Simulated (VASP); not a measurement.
A run of VASP 6.6.1 is set up as follows.

Contents of POSCAR:

```
Ti
1.0
   -1.6518678664      1.6518678664      1.6518678664
    1.6518678664     -1.6518678664      1.6518678664
    1.6518678664      1.6518678664     -1.6518678664
Ti
1
Direct
    0.0000000000      0.0000000000      0.0000000000
```

The input INCAR.step1:

```
PREC = Accurate ; ENCUT = 520
EDIFF = 1E-5 ; ISMEAR = -1
SIGMA = 0.05 ; LREAL = False
LASPH = True ; NELM = 80
ALGO = Normal ; ISIF = 2
LWAVE = True ; LCHARG = False
GGA = PE ; NBANDS = 12
```

Contents of INCAR.step2:

```
PREC = Accurate ; ENCUT = 520
EDIFF = 1E-7 ; ISMEAR = -1
SIGMA = 0.05 ; LREAL = False
LASPH = True ; NELM = 80
ALGO = Normal ; ISIF = 2
LWAVE = False ; LCHARG = False
GGA = B5 ; LHFCALC = True
AEXX = 0.5 ; ALDAX = 0.5
AGGAX = 0.5 ; AGGAC = 1.0
ALDAC = 0.0 ; PRECFOCK = Normal
ISTART = 1 ; NBANDS = 12
```

File KPOINTS:

```
Automatic mesh
0
Gamma
  6 6 6
```

Potentials or basis: VASP PAW PBE potentials, release 64 (Ti_sv).

Run with:

```console
$ cat potpaw_PBE.64/Ti_sv/POTCAR > POTCAR
$ cp INCAR.step1 INCAR
$ mpirun -np 1 vasp_std > vasp.out
$ cp INCAR.step2 INCAR
$ mpirun -np 1 vasp_std > vasp.out
```

(1) What does it give for the pressure?

(2) What does it give for the band gap on the k mesh?

Answers

(1) -5.0 GPa.

(2) zero (bands 6 and 7 overlap by 4.72 eV).

Caveat: the k points lie up to 0.45 Å⁻¹ apart, too coarse for converged energies and pressures of a metal; the PAW data sets were made with another functional, which shifts forces and pressure a little.
